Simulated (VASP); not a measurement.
Input of a VASP 6.6.1 run:

The input INCAR:

```
ALGO = Normal
EDIFF = 1E-7
ENCUT = 520
GGA = PE
ISIF = 2
ISMEAR = 0
LASPH = True
LCHARG = False
LREAL = False
LWAVE = False
NBANDS = 26
NELM = 60
PREC = Accurate
SIGMA = 0.1
```

File KPOINTS:

```
k-points
0
Gamma
  12 12 6
```

Contents of POSCAR:

```
Ag2As3
1.0
    4.0647923673      0.0000000000      0.0000000000
   -2.0323961836      3.5202134512      0.0000000000
    0.0000000000      0.0000000000      7.4048689957
Ag As
2 3
Direct
    0.3333333333      0.6666666667      0.1811386271
    0.6666666667      0.3333333333      0.8188613729
    0.0000000000      0.0000000000      0.0000000000
    0.3333333333      0.6666666667      0.5925513410
    0.6666666667      0.3333333333      0.4074486590
```

Potentials or basis: VASP PAW PBE potentials, release 64 (Ag, As).

Command:

```sh
$ cat potpaw_PBE.64/Ag/POTCAR potpaw_PBE.64/As/POTCAR > POTCAR
$ mpirun -np 1 vasp_std > vasp.out
```

Task: What does it give for the band gap on the k mesh?

Result: Zero (an odd number of electrons rules out a gap without spin polarisation).

Task: What does it give for the pressure?

Result: 0.0 GPa.

Task: What does it give for the largest force?

Result: 0.013 eV/Å.

Forces on the atoms (eV/Å):
```
Ag   0.000  0.000 -0.005
Ag   0.000  0.000  0.005
As   0.000  0.000  0.000
As   0.000  0.000  0.013
As   0.000  0.000 -0.013
```

Caveat: an odd number of electrons without spin polarisation forces a metal; a magnetic or distorted state may lie lower.
